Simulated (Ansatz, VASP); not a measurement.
## Al in VASP and in Ansatz

The input INCAR:

```
SYSTEM = Al
ALGO     = Normal         ! electronic algorithm
EDIFF    = 1E-8           ! SCF threshold, eV
ENCUT    = 520            ! plane-wave cutoff, eV
GGA      = PE             ! functional
ISIF     = 2              ! what is computed and relaxed
ISMEAR   = -1             ! smearing method
LASPH    = .True.         ! aspherical terms in the spheres
LCHARG   = .False.        ! write CHGCAR
LEFG     = .True.       
LREAL    = .False.        ! projectors in reciprocal space
LWAVE    = .False.        ! write WAVECAR
NBANDS   = 8              ! bands
NELM     = 100            ! most SCF steps
PREC     = Accurate       ! precision mode
SIGMA    = 0.05           ! smearing width, eV
```

File KPOINTS:

```
k-points
0
Gamma
  14 14 14
  0 0 0
```

File POSCAR:

```
Al
1.0
    0.0000000000      2.0846994000      2.0239800000
    2.0846994000      0.0000000000      2.0239800000
    2.0846994000      2.0846994000      0.0000000000
Al
1
Direct
    0.0000000000      0.0000000000      0.0000000000
```

Input for Ansatz:

```yaml
crystal:
  lattice:
    - [0.0, 2.0846994, 2.02398]
    - [2.0846994, 0.0, 2.02398]
    - [2.0846994, 2.0846994, 0.0]
  atoms:
    - { symbol: Al, position: [0.0, 0.0, 0.0] }
kpoints:
  mp_grid: { grid: [14, 14, 14] }
scf:
  occupations: { method: fermi_dirac, width: 0.05 }
hamiltonian:
  xc: pbe
  pseudopotentials: { kind: all_electron, datasets: crystal }
output:
  forces: true
  stress: true
  eigenvalues: true
  efg: { contact_densities: true }
```

Change from the starting cell: equal xx and yy strain of +3 %, crystal datasets.

Alike in both runs: task electric field gradients; functional PBE; k mesh 14 × 14 × 14; occupations fermi-dirac, width 0.05 eV; no spin polarisation.

|  | VASP | Ansatz |
| --- | --- | --- |
| version | VASP 6.6.1 | Ansatz 0.2.0 |
| potentials or method | VASP PAW PBE potentials, release 64 (Al), cutoff 520 eV | all-electron PAW with datasets made for the crystal, scalar-relativistic |

|  | VASP | Ansatz | Ansatz less VASP |
| --- | --- | --- | --- |
| pressure (GPa) | -4.3 | -4.3 | +0.03 |
| traceless stress, the component that is largest in VASP (GPa) | 0.21 | 0.21 | +0.002 |
| size of Vzz on the site where it differs most (V/Å²) | 1.1 | 1.0 | -0.10 |

Ansatz ran all-electron here, and VASP with PAW potentials.
